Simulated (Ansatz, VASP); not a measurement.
**One calculation of TiB2, two programs**

```
Ti B
1.0
     3.02593    0.00000    0.00000
    -1.51296    2.62053    0.00000
     0.00000    0.00000    3.22877
Ti B
1 2
Cartesian
  0.0000 0.0000 0.0000
  0.0000 1.7470 1.6144
  1.5130 0.8735 1.6144
```

Alike in both runs: task single point; functional PBE; dispersion D3(BJ); k mesh 6 × 6 × 6; occupations gaussian, width 0.1 eV; no spin polarisation.

|  | VASP | Ansatz |
| --- | --- | --- |
| version | VASP 6.6.1 | Ansatz 0.2.0 |
| potentials or method | VASP PAW PBE potentials, release 64 (Ti_sv, B), cutoff 500 eV | scalar-relativistic, plane waves, PAW |
| valence electrons in the cell | 18 | 18 |

```csv
,VASP,Ansatz,Ansatz less VASP
gap on the k mesh at the Fermi level (eV),none,none,-
pressure (GPa),-6.8,-7.0,-0.21
"traceless stress, the component that is largest in VASP (GPa)",-2.03,-2.05,-0.021
```

A gap of «none» marks a metal or a gap that the smearing closes. Ansatz's warnings: structure snapped to symmetry.

The k mesh is coarse, so the values compare programs but aren't converged.
